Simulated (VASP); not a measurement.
# BPt16 (a cell with a defect) in VASP: single point with PBE

Aim: the single point of BPt16 (a cell with a defect) with PBE.

Program: VASP 6.6.1. These are calculated values, not measurements. Logs are shortened: lines on timing, memory, paths and dates and some standing lists are left out, and cuts for length are marked.

**1. The cell of the first run**

The cell holds a defect, 17 atoms: a = 7.055 Å, b = 7.055 Å, c = 7.055 Å, α = 109.47°, β = 109.47°, γ = 109.47°.

**2. Single point, PBE**

Contents of INCAR:

```
SYSTEM = BPt16
  PREC = Accurate
  ENCUT = 420
  EDIFF = 1E-6
  ISMEAR = -1
  SIGMA = 1.0
  LREAL = .False.
  LASPH = .True.
  NELM = 120
  ALGO = Normal
  ISIF = 2
  LWAVE = .False.
  LCHARG = .True.
  GGA = PE
  LELF = .True.
  LVHAR = .True.
  NBANDS = 96
  GGA_COMPAT = .False.
```

Contents of KPOINTS:

```
Automatic mesh
0
Gamma
  3 3 3
  0 0 0
```

Contents of POSCAR:

```
BPt16
1.0
   -4.0729267900      4.0729267900      4.0729267900
    4.0729267900     -4.0729267900      4.0729267900
    4.0729267900      4.0729267900     -4.0729267900
Pt B
16 1
Direct
    0.0000223931     -0.0000826959     -0.0002811000
    0.0001451873      0.2498726528      0.7497230545
   -0.0000282274      0.4999737993      0.4997391319
    0.0001464777      0.7499335644      0.2497395578
    0.2500679210     -0.0000702978      0.7496190842
    0.2374709615      0.2374160808      0.4994847588
    0.2376494644      0.5000536671      0.2373264602
    0.2500281713      0.7498693761     -0.0004280596
    0.5001429237      0.0000507630      0.4996965167
    0.5000097421      0.2374862184      0.2371047630
    0.4999861293      0.4998558812     -0.0003561223
    0.5000344142      0.7623149716      0.7620560291
    0.7500062911     -0.0001045624      0.2496221937
    0.7500275440      0.2498517714     -0.0003959969
    0.7625661946      0.4999279149      0.7623182237
    0.7625170800      0.7623862621      0.4995734427
    0.5001824824      0.4998942778      0.4997028553
```

Potentials or basis: VASP PAW PBE potentials, release 64 (Pt, B).

Command:

```sh
> cat potpaw_PBE.64/Pt/POTCAR potpaw_PBE.64/B/POTCAR > POTCAR
> mpirun -np 1 vasp_std > vasp.out
```

OUTCAR:

```text
SYSTEM = BPt16
   PREC = Accurate
   ENCUT = 420
   EDIFF = 1E-6
   ISMEAR = -1
   LREAL = .False.
   LASPH = .True.
   NELM = 120
   ISIF = 2
   GGA = PE

 ion  position               nearest neighbor table
   1  0.000  1.000  1.000-  13 2.88  14 2.88   2 2.88   4 2.88   8 2.88   6 2.88   5 2.88  12 2.88
                            10 2.88  15 2.88   7 2.88  16 2.88
   2  0.000  0.250  0.750-  16 2.81   6 2.81   7 2.81  15 2.81  11 2.88   5 2.88   1 2.88   8 2.88
                            14 2.88   9 2.88   3 2.88  13 2.88
   3  1.000  0.500  0.500-   8 2.88   5 2.88   4 2.88  13 2.88   2 2.88  14 2.88  16 2.88  10 2.88
                            15 2.88   6 2.88  12 2.88   7 2.88
   4  0.000  0.750  0.250-   7 2.81  15 2.81  16 2.81   6 2.81   5 2.88   3 2.88   9 2.88   1 2.88
                             8 2.88  14 2.88  13 2.88  11 2.88
   5  0.250  1.000  0.750-  10 2.81  16 2.81  12 2.81   6 2.81   2 2.88   4 2.88  11 2.88   3 2.88
                            14 2.88   9 2.88   8 2.88   1 2.88
   6  0.237  0.237  0.499-  17 2.14  13 2.81   4 2.81   2 2.81   5 2.81   1 2.88   9 2.88   3 2.88
                            11 2.88   7 3.02  12 3.02  10 3.02  15 3.02
   7  0.238  0.500  0.237-  17 2.14   4 2.81   8 2.81   2 2.81  14 2.81   9 2.88  11 2.88   3 2.88
                             1 2.88  12 3.02   6 3.02  16 3.02  10 3.02
   8  0.250  0.750  1.000-  15 2.81  12 2.81   7 2.81  10 2.81   3 2.88  11 2.88  13 2.88   2 2.88
                             5 2.88   4 2.88   1 2.88   9 2.88
   9  0.500  0.000  0.500-  14 2.88  13 2.88   4 2.88   5 2.88   2 2.88   8 2.88  15 2.88   7 2.88
                            10 2.88  16 2.88   6 2.88  12 2.88
  10  0.500  0.237  0.237-  17 2.14   5 2.81  14 2.81  13 2.81   8 2.81  11 2.88   3 2.88   1 2.88
                             9 2.88  16 3.02   6 3.02   7 3.02  15 3.03
  11  0.500  0.500  1.000-   2 2.88   5 2.88   8 2.88  13 2.88  14 2.88  10 2.88   4 2.88  15 2.88
                            16 2.88   7 2.88  12 2.88   6 2.88
  12  0.500  0.762  0.762-  17 2.14   8 2.81  14 2.81  13 2.81   5 2.81   1 2.88  11 2.88   3 2.88
                             9 2.88   7 3.02   6 3.02  15 3.02  16 3.02
  13  0.750  1.000  0.250-   6 2.81  16 2.81  12 2.81  10 2.81   1 2.88   9 2.88  14 2.88   8 2.88
                            11 2.88   3 2.88   2 2.88   4 2.88
  14  0.750  0.250  1.000-  15 2.81  10 2.81  12 2.81   7 2.81   9 2.88   1 2.88   5 2.88  13 2.88
                             2 2.88  11 2.88   4 2.88   3 2.88
  15  0.763  0.500  0.762-  17 2.14  14 2.81   4 2.81   8 2.81   2 2.81   9 2.88  11 2.88   3 2.88
                             1 2.88  12 3.02   6 3.02  16 3.03  10 3.03
  16  0.763  0.762  0.500-  17 2.14  13 2.81   4 2.81   2 2.81   5 2.81   3 2.88  11 2.88   9 2.88
                             1 2.88   7 3.02  10 3.02  12 3.02  15 3.03
  17  0.500  0.500  0.500-  10 2.14  12 2.14  16 2.14  15 2.14   6 2.14   7 2.14

  LATTYP: Found a body centered cubic cell.
 ALAT       =     8.1458535800

  Lattice vectors:

 A1 = (  -4.0729267900,   4.0729267900,   4.0729267900)
 A2 = (   4.0729267900,  -4.0729267900,   4.0729267900)
 A3 = (   4.0729267900,   4.0729267900,  -4.0729267900)

Analysis of symmetry for initial positions (statically):
=====================================================================
 Subroutine PRICEL returns:
 Original cell was already a primitive cell.

 Routine SETGRP: Setting up the symmetry group for a
 body centered cubic supercell.

 Subroutine GETGRP returns: Found  1 space group operations
 (whereof  1 operations were pure point group operations)
 out of a pool of 48 trial point group operations.

The static configuration has the point symmetry C_1 .

Analysis of symmetry for dynamics (positions and initial velocities):
=====================================================================
 Subroutine PRICEL returns:
 Original cell was already a primitive cell.

 Routine SETGRP: Setting up the symmetry group for a
 body centered cubic supercell.

 Subroutine GETGRP returns: Found  1 space group operations
 (whereof  1 operations were pure point group operations)
 out of a pool of 48 trial point group operations.

The dynamic configuration has the point symmetry C_1 .

 Subroutine INISYM returns: Found  1 space group operations
 (whereof  1 operations are pure point group operations),
 and found     1 'primitive' translations

----------------------------------------------------------------------------------------

                                     Primitive cell

  volume of cell :     270.2588

  direct lattice vectors                    reciprocal lattice vectors
    -4.072926790  4.072926790  4.072926790     0.000000000  0.122761843  0.122761843
     4.072926790 -4.072926790  4.072926790     0.122761843  0.000000000  0.122761843
     4.072926790  4.072926790 -4.072926790     0.122761843  0.122761843  0.000000000

  length of vectors
     7.054516136  7.054516136  7.054516136     0.173611464  0.173611464  0.173611464

  position of ions in fractional coordinates (direct lattice)
     0.000022393  0.999917304  0.999718900
     0.000145187  0.249872653  0.749723055
     0.999971773  0.499973799  0.499739132
     0.000146478  0.749933564  0.249739558
     0.250067921  0.999929702  0.749619084
     0.237470962  0.237416081  0.499484759
[... 9 lines left out ...]
     0.762517080  0.762386262  0.499573443
     0.500182482  0.499894278  0.499702855

  ion indices of the primitive-cell ions
   primitive index   ion index
                 1           1
                 2           2
                 3           3
                 4           4
                 5           5
                 6           6
[... 9 lines left out ...]
                16          16
                17          17

----------------------------------------------------------------------------------------

 KPOINTS: Automatic mesh

Automatic generation of k-mesh.
 Grid dimensions read from file:
 generate k-points for:    3    3    3

 Generating k-lattice:

  Cartesian coordinates                     Fractional coordinates (reciprocal lattice)
     0.000000000  0.040920614  0.040920614     0.333333333  0.000000000  0.000000000
     0.040920614  0.000000000  0.040920614     0.000000000  0.333333333  0.000000000
     0.040920614  0.040920614  0.000000000     0.000000000  0.000000000  0.333333333

  Length of vectors
     0.057870488  0.057870488  0.057870488

  Shift w.r.t. Gamma in fractional coordinates (k-lattice)
     0.000000000  0.000000000  0.000000000

 Subroutine IBZKPT returns following result:
 ===========================================

 Found     14 irreducible k-points:

 Following reciprocal coordinates:
            Coordinates               Weight
  0.000000  0.000000  0.000000      1.000000
  0.333333  0.000000  0.000000      2.000000
  0.000000  0.333333  0.000000      2.000000
  0.000000  0.000000  0.333333      2.000000
  0.333333  0.000000 -0.333333      2.000000
  0.333333 -0.333333  0.000000      2.000000
  0.000000  0.333333 -0.333333      2.000000
  0.333333  0.333333  0.000000      2.000000
  0.000000  0.333333  0.333333      2.000000
  0.333333  0.000000  0.333333      2.000000
 -0.333333 -0.333333 -0.333333      2.000000
 -0.333333  0.333333  0.333333      2.000000
  0.333333 -0.333333  0.333333      2.000000
  0.333333  0.333333 -0.333333      2.000000
   k-points           NKPTS =     14   k-points in BZ     NKDIM =     14   number of bands    NBANDS=     96
   number of dos      NEDOS =    301   number of ions     NIONS =     17
   total plane-waves  NPLWV = 110592
   dimension x,y,z NGX =    48 NGY =   48 NGZ =   48
   dimension x,y,z NGXF=    96 NGYF=   96 NGZF=   96
   ions per type =              16   1
   NGX,Y,Z   is equivalent  to a cutoff of  11.31, 11.31, 11.31 a.u.
   NGXF,Y,Z  is equivalent  to a cutoff of  22.62, 22.62, 22.62 a.u.
 SYSTEM =  BPt16
   PREC   = accura    normal or accurate (medium, high low for compatibility)
   ISTART =      0    job   : 0-new  1-cont  2-samecut
   ICHARG =      2    charge: 1-file 2-atom 10-const
   ISPIN  =      1    spin polarized calculation?
   LNONCOLLINEAR =      F non collinear calculations
   LSORBIT =      F    spin-orbit coupling
   LASPH  =      T    aspherical Exc in radial PAW
   ENCUT  =  420.0 eV  30.87 Ry    5.56 a.u.  11.79 11.79 11.79*2*pi/ulx,y,z
   NELM   =    120;   NELMIN=  2; NELMDL= -5     # of ELM steps
   EDIFF  = 0.1E-05   stopping-criterion for ELM
   LREAL  =      F    real-space projection
[... 7 lines left out ...]
   TEBEG  =    0.0;   TEEND  =   0.0 temperature during run
   PSTRESS=    0.0 pullay stress
   NELECT =     163.0000    total number of electrons
   NUPDOWN=      -1.0000    fix difference up-down
   EMIN   =  10.00;   EMAX   =-10.00  energy-range for DOS
   EFERMI =   0.00;   METHOD = LEGACY
   ISMEAR =    -1;   SIGMA  =   1.00  broadening in eV -4-tet -1-fermi 0-gaus
   EFERMI_NEDOS =   21; number of points for ismear=-14 and -15
   IALGO  =     38    algorithm
   IMIX   =      4    mixing-type and parameters
     AMIX     =   0.40;   BMIX     =  1.00
     AMIX_MAG =   1.60;   BMIX_MAG =  1.00
  volume/ion in A,a.u.               =      15.90       107.28
  Fermi-wavevector in a.u.,A,eV,Ry     =   1.383176  2.613824 26.030336  1.913176
  Thomas-Fermi vector in A             =   2.507798
   LORBIT       =      0    0 simple, 1 ext, 2 COOP (PROOUT), +10 PAW based schemes
   GGA     = PE    functional components
   LHFCALC =     F    Hartree Fock is set to
   AEXX    =    0.0000 exact exchange contribution
   IVDW    =     0    specifies the selected vdW correction
   LEPSILON=     F    determine dielectric tensor
   LRPA    =     F    only Hartree local field effects (RPA)
 non-spin polarized calculation
  energy-cutoff  :      420.00
  volume of cell :      270.26
 maximum number of plane-waves:      5298
   NGX = 23   NGY = 23   NGZ = 23

 number of electron     163.0000036 magnetization

 Free energy of the ion-electron system (eV)
  ---------------------------------------------------
  ext. energy  EPLUGINS =         0.00000000
  ---------------------------------------------------
  free energy    TOTEN  =      -129.12590609 eV

  energy without entropy =      -86.36412750  energy(sigma->0) =     -107.74501679

 E-fermi :  10.3656     XC(G=0): -12.9440

 val. band max:       10.3385168939   @ k =   0.0000   0.0000   0.0000
 cond. band min:      10.4732381562   @ k =   0.3333   0.3333  -0.3333
 fundamental gap:      0.1347212623
 Fermi energy:        10.3656035151

 k-point     1 :       0.0000    0.0000    0.0000
  band No.  band energies     occupation
      1      -0.5940      1.99997
      2       1.6219      1.99968
      3       3.4413      1.99803
      4       3.4416      1.99803
      5       3.4417      1.99803
      6       3.5869      1.99773
[... 85 lines left out ...]
     92      11.1416      0.63035
     93      11.1417      0.63033

 k-point     2 :       0.3333    0.0000    0.0000
  band No.  band energies     occupation
      1      -0.2569      1.99995
      2       1.6271      1.99968
      3       2.7752      1.99899
      4       2.9205      1.99883
      5       3.1146      1.99858
      6       3.4655      1.99799
[... 1141 lines left out ...]
     92      13.1847      0.11260
     93      13.1852      0.11255

 k-point    14 :       0.3333    0.3333   -0.3333
  band No.  band energies     occupation
      1      -0.0907      1.99994
      2       1.9079      1.99958
      3       2.8325      1.99893
      4       2.8327      1.99893
      5       2.9395      1.99881
      6       3.0389      1.99869
[... 85 lines left out ...]
     92      13.1852      0.11255
     93      13.1855      0.11252
 [bands above 93 left out]

------------------------ aborting loop because EDIFF is reached ----------------------------------------

  FORCE on cell =-STRESS in cart. coord.  units (eV):
  Direction    XX          YY          ZZ          XY          YZ          ZX
  --------------------------------------------------------------------------------------
  -------------------------------------------------------------------------------------
  Total        9.0554333      9.0609536      9.0591705      0.0008766     -0.0009518     -0.0020050
  in kB       53.6834003     53.7161260     53.7055555      0.0051968     -0.0056424     -0.0118865
  external PRESSURE =      53.7016939 kB  Pullay stress =       0.0000000 kB

 VOLUME and BASIS-vectors are now :
 -----------------------------------------------------------------------------
  energy-cutoff  :      420.00
  volume of cell :      270.26
      direct lattice vectors                 reciprocal lattice vectors
    -4.072926790  4.072926790  4.072926790     0.000000000  0.122761843  0.122761843
     4.072926790 -4.072926790  4.072926790     0.122761843  0.000000000  0.122761843
     4.072926790  4.072926790 -4.072926790     0.122761843  0.122761843  0.000000000

 POSITION                                       TOTAL-FORCE (eV/Angst)
 -----------------------------------------------------------------------------------
      8.14428     -0.00072      0.00090        -0.003669     -0.001440      0.001752
      4.07069      2.03645     -2.03526         0.001995     -0.003154      0.000438
     -0.00105      4.07186      4.07377        -0.004178      0.000516     -0.000662
      4.07100     -2.03666      2.03785        -0.000038     -0.002366     -0.000498
      6.10728     -0.00099      2.03801        -0.000195     -0.000029     -0.000835
      2.03414      2.03459     -0.10018         0.003432      0.003948     -0.019102
[... 9 lines left out ...]
      2.03419      2.03526      4.17609         0.002667      0.002027      0.017414
      2.03408      2.03643      2.03799         0.001575     -0.000695     -0.000189
 -----------------------------------------------------------------------------------
    total drift:                                0.000135      0.000064     -0.000089

  FREE ENERGIE OF THE ION-ELECTRON SYSTEM (eV)
  ---------------------------------------------------
  free  energy   TOTEN  =      -129.1259060883 eV

  energy  without entropy=      -86.3641274977  energy(sigma->0) =     -107.74501679
```

It took 15 min on 1 thread of Intel Xeon 8259CL, shared host; peak memory 0.43 GiB.

Results:

- Free energy: -129.1259 eV
- Pressure: 5.4 GPa
- Largest force: 0.023 eV/Å
- Band gap on the k mesh: zero (an odd number of electrons rules out a gap without spin polarisation)

Forces in eV/Å, atoms in the order of the input:
```
Pt  -0.004 -0.001  0.002
Pt   0.002 -0.003  0.000
Pt  -0.004  0.001 -0.001
Pt   0.000 -0.002  0.000
Pt   0.000  0.000 -0.001
Pt   0.003  0.004 -0.019
Pt  -0.002 -0.020 -0.002
Pt   0.003  0.002  0.001
Pt  -0.002 -0.001 -0.001
Pt  -0.022  0.003 -0.002
Pt   0.000 -0.001  0.003
Pt   0.021  0.000  0.000
Pt   0.001 -0.001  0.000
Pt   0.002  0.004  0.001
Pt  -0.002  0.015  0.002
Pt   0.003  0.002  0.017
B    0.002 -0.001  0.000
```

Caveat: the k points lie up to 0.36 Å⁻¹ apart, too coarse for converged energies and pressures of a metal; the highest band is partly filled, so the run has too few bands; so wide a smearing shifts energies and pressures; spin-orbit coupling is left out, which moves the levels of the heavy elements.

The gap in the log of VASP goes by the Fermi energy; the results here count the filled bands.